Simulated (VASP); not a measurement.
The system is Si.

```
CELL_PARAMETERS angstrom
0.00000 5.86299 5.86299
5.86299 0.00000 5.86299
5.86299 5.86299 0.00000
ATOMIC_POSITIONS crystal
Si 0.80625 0.06458 0.06458
Si 0.18542 0.18542 0.18542
Si 0.18542 0.18542 0.44375
Si 0.18542 0.44375 0.18542
Si 0.06458 0.80625 0.06458
Si 0.06458 0.06458 0.06458
Si 0.06458 0.06458 0.80625
Si 0.44375 0.18542 0.18542
```

- Program: VASP 6.6.1
- Task: relaxation of cell and atoms
- Functional: PBE
- Potentials or basis: VASP PAW PBE potentials, release 64 (Si)
- Cutoff: 600 eV
- k mesh: 4 × 4 × 4
- Occupations: gaussian, width 0.1 eV
- Spin: no spin polarisation

At the start: pressure 5.6 GPa; volume 50.38 Å³/atom.

Where does the relaxation end?

Over 10 steps the energy falls by 403.6 meV/atom and the volume is 52.33 Å³/atom (+3.9 %); space group Fd-3m (No. 227, to 0.05 Å).

Step by step:
| step | energy change (eV) | largest force (eV/Å) | pressure (GPa) | volume (Å³) |
| --- | --- | --- | --- | --- |
| 1 | 0.0000 | 7.0135 | 5.58 | 403.08 |
| 2 | 5.0173 | 8.5194 | 2.14 | 514.28 |
| 3 | -3.0867 | 0.8174 | -1.25 | 438.97 |
| 4 | -3.1763 | 0.2353 | -0.96 | 434.54 |
| 5 | -3.1940 | 0.1861 | -0.70 | 431.52 |
| 6 | -3.1935 | 0.1030 | -0.75 | 432.10 |
| 7 | -3.2259 | 0.1638 | -0.12 | 419.95 |
| 8 | -3.2259 | 0.1562 | -0.14 | 420.25 |
| 9 | -3.2264 | 0.1449 | 0.12 | 417.20 |
| 10 | -3.2286 | 0.0026 | 0.00 | 418.63 |

Final structure:
```xyz
8
Lattice="0.0000 5.9374 5.9374 5.9374 0.0000 5.9374 5.9374 5.9374 0.0000" Properties=species:S:1:pos:R:3 pbc="T T T"
Si    0.8351    5.1024    5.1024
Si    2.1337    2.1337    2.1337
Si    3.8038    3.8038    2.1337
Si    3.8038    2.1337    3.8038
Si    5.1024    0.8351    5.1024
Si    0.8351    0.8351    0.8351
Si    5.1024    5.1024    0.8351
Si    2.1337    3.8038    3.8038
```
